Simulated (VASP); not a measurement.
Input of a VASP 6.6.1 run:

INCAR

```
SYSTEM = TiO2
ALGO = Normal ; EDIFF = 1E-7
EDIFFG = -0.02 ; ENCUT = 520
GGA = PE ; IBRION = 2
ISIF = 2 ; ISMEAR = -1
LASPH = .TRUE. ; LCHARG = .FALSE.
LREAL = .FALSE. ; LWAVE = .FALSE.
NELM = 100 ; NSW = 80
PREC = Accurate ; SIGMA = 0.02
```

File KPOINTS:

```
k-points
0
G
  7 7 10
  0 0 0
```

The input POSCAR:

```
TiO2
1.0
    4.5319113078      0.0000000000      0.0000000000
    0.0000000000      4.5319113078      0.0000000000
    0.0000000000      0.0000000000      2.9190086112
Ti O
2 4
Direct
    0.0000000000      0.0000000000      0.0000000000
    0.5000000000      0.5000000000      0.5000000000
    0.3042802931      0.3042802931      0.0000000000
    0.1957197069      0.8042802931      0.5000000000
    0.6957197069      0.6957197069      0.0000000000
    0.8042802931      0.1957197069      0.5000000000
```

Potentials or basis: VASP PAW PBE potentials, release 64 (Ti_sv, O).

The run is started by

```bash
$ cat potpaw_PBE.64/Ti_sv/POTCAR potpaw_PBE.64/O/POTCAR > POTCAR
$ mpirun -np 1 vasp_std > vasp.out
```

Q: Predict the band gap on the k mesh.

A: 1.88 eV.

Q: Estimate the energy gained by relaxing.

A: 0.7 meV/atom.

Step by step:
| step | energy change (eV) | largest force (eV/Å) | pressure (GPa) |
| --- | --- | --- | --- |
| 1 | 0.0000 | 0.2279 | 16.66 |
| 2 | -0.0042 | 0.0367 | 16.09 |
| 3 | -0.0043 | 0.0002 | 16.16 |

A k mesh can miss the band edges.
